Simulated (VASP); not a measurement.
The system is CaCr3Bi.

```
Ca Cr Bi
1.0
     4.46881    0.00000    0.00000
     0.00000    4.46881    0.00000
     0.00000    0.00000    4.46881
Ca Cr Bi
1 3 1
Direct
  0.00000 0.00000 0.00000
  0.00000 0.50000 0.50000
  0.50000 0.00000 0.50000
  0.50000 0.50000 0.00000
  0.50000 0.50000 0.50000
```

| Quantity | Value |
| --- | --- |
| Program | VASP 6.6.1 |
| Task | relaxation of cell and atoms |
| Functional | PBE |
| Potentials or basis | VASP PAW PBE potentials, release 64 (Ca_sv, Cr_pv, Bi_d) |
| Cutoff | 500 eV |
| k mesh | 4 × 4 × 4 |
| Occupations | gaussian, width 0.1 eV |
| Spin | collinear spin, ferromagnetic start |
| Starting moments | [0.0, 1.95, 1.95, 1.95, 0.0] μB |

At the start: pressure 47.7 GPa; volume 17.85 Å³/atom.

Q: Where does the relaxation end?

A: Over 4 steps the energy falls by 1273.8 meV/atom and the volume is 30.21 Å³/atom (+69.3 %); space group Pm-3m (No. 221, to 0.1 Å) before and after; moment 13.16 μB per cell.

Step by step:
```csv
step,energy change (eV),largest force (eV/Å),pressure (GPa),volume (Å³)
1,0.0000,0.0000,47.73,89.24
2,-5.9931,0.0000,-3.93,177.03
3,-6.3681,0.0000,0.26,149.64
4,-6.3689,0.0000,-0.07,151.07
```

Final structure:
```
CELL_PARAMETERS angstrom
5.32587 0.00000 0.00000
0.00000 5.32587 0.00000
0.00000 0.00000 5.32587
ATOMIC_POSITIONS crystal
Ca 0.00000 0.00000 0.00000
Cr 0.00000 0.50000 0.50000
Cr 0.50000 0.00000 0.50000
Cr 0.50000 0.50000 0.00000
Bi 0.50000 0.50000 0.50000
```

Caveat: the volume moved by over 15 % at a fixed basis, so the end points are rough; the highest band is partly filled, so the run has too few bands.
